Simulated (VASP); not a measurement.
Here is a VASP 6.6.1 calculation.

File INCAR:

```
PREC = Accurate
ENCUT = 520
EDIFF = 1E-6
ISMEAR = 0
SIGMA = 0.1
LREAL = F
LASPH = T
NELM = 60
ALGO = Normal
ISIF = 2
LWAVE = F
LCHARG = T
GGA = PE
LELF = T
LVHAR = T
NBANDS = 38
```

Contents of KPOINTS:

```
Automatic mesh
0
Gamma
  4 4 4
```

Contents of POSCAR:

```
TaSiRh3
1.0
    4.3891358900      0.0000000000      0.0000000000
    0.0000000000      4.3891358900      0.0000000000
    0.0000000000      0.0000000000      4.3891358900
Ta Si Rh
1 1 3
Direct
    0.5000000000      0.5000000000      0.5000000000
    0.0000000000      0.0000000000      0.0000000000
    0.5000000000      0.0000000000      0.0000000000
    0.0000000000      0.5000000000      0.0000000000
    0.0000000000      0.0000000000      0.5000000000
```

Potentials or basis: VASP PAW PBE potentials, release 64 (Ta_pv, Si, Rh_pv).

Run with:

```console
$ cat potpaw_PBE.64/Ta_pv/POTCAR potpaw_PBE.64/Si/POTCAR potpaw_PBE.64/Rh_pv/POTCAR > POTCAR
$ mpirun -np 1 vasp_std > vasp.out
```

(1) Estimate the band gap on the k mesh.

(2) Estimate the pressure.

## Answers

(1) zero (band 30 reaches 8.67 eV, above the bottom of band 31 at 7.95 eV).

(2) -3.7 GPa.

Caveat: spin-orbit coupling is left out, which moves the levels of the heavy elements.
